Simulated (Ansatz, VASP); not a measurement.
# Two plane-wave programs on MgSe

```
CELL_PARAMETERS angstrom
0.00000 2.80821 2.80821
2.80821 0.00000 2.80821
2.80821 2.80821 0.00000
ATOMIC_POSITIONS crystal
Mg 0.00000 0.00000 0.00000
Se 0.50000 0.50000 0.50000
```

Alike in both runs: task single point; functional PBE; k mesh 6 × 6 × 6; no spin polarisation.

|  | VASP | Ansatz |
| --- | --- | --- |
| version | VASP 6.6.1 | Ansatz 0.2.0 |
| potentials or method | VASP PAW PBE potentials, release 64 (Mg, Se) | plane waves, PAW |
| plane-wave cutoff (eV) | 600 | 420 |
| occupations | gaussian, width 0.01 eV | fixed |
| valence electrons in the cell | 8 | 26 |

```csv
,VASP,Ansatz,Ansatz less VASP
gap on the k mesh at the Fermi level (eV),1.64,1.67,+0.024
pressure (GPa),-3.2,-3.1,+0.12
```

VASP's potentials hold 8 valence electrons a cell and Ansatz's 26, so a difference there can come from the potentials and not from the codes.
